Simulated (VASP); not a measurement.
Input of a VASP 6.6.1 run:

The input INCAR:

```
SYSTEM = Pb
ALGO     = Normal         ! electronic algorithm
EDIFF    = 1E-6           ! SCF threshold, eV
ENCUT    = 500            ! plane-wave cutoff, eV
GGA      = PS             ! functional
GGA_COMPAT= .False.      
ISIF     = 2              ! what is computed and relaxed
ISMEAR   = -1             ! smearing method
LASPH    = .True.         ! aspherical terms in the spheres
LCHARG   = .True.         ! write CHGCAR
LELF     = .True.         ! ELF
LREAL    = .False.        ! projectors in reciprocal space
LVHAR    = .True.       
LWAVE    = .False.        ! write WAVECAR
NBANDS   = 21             ! bands
NELM     = 120            ! most SCF steps
PREC     = Accurate       ! precision mode
SIGMA    = 0.15           ! smearing width, eV
```

The input KPOINTS:

```
k-points
0
Gamma
  5 5 5
  0 0 0
```

File POSCAR:

```
Pb
1.0
    0.0000000000      3.4390000600      3.4390000600
    3.4390000600      0.0000000000      3.4390000600
    3.4390000600      3.4390000600      0.0000000000
Pb
2
Direct
    0.5000000000      0.5000000000      0.5000000000
    0.7500000000      0.7500000000      0.7500000000
```

Potentials or basis: VASP PAW PBE potentials, release 64 (Pb_d).

Launch:

```sh
$ cat potpaw_PBE.64/Pb_d/POTCAR > POTCAR
$ mpirun -np 1 vasp_std > vasp.out
```

(1) Predict the pressure.

(2) Predict the band gap on the k mesh.

## Answers

(1) 0.7 GPa.

(2) zero (band 14 reaches 4.57 eV, above the bottom of band 15 at 3.50 eV).

Caveat: the PAW data sets were made with another functional, which shifts forces and pressure a little; spin-orbit coupling is left out, which moves the levels of the heavy elements.
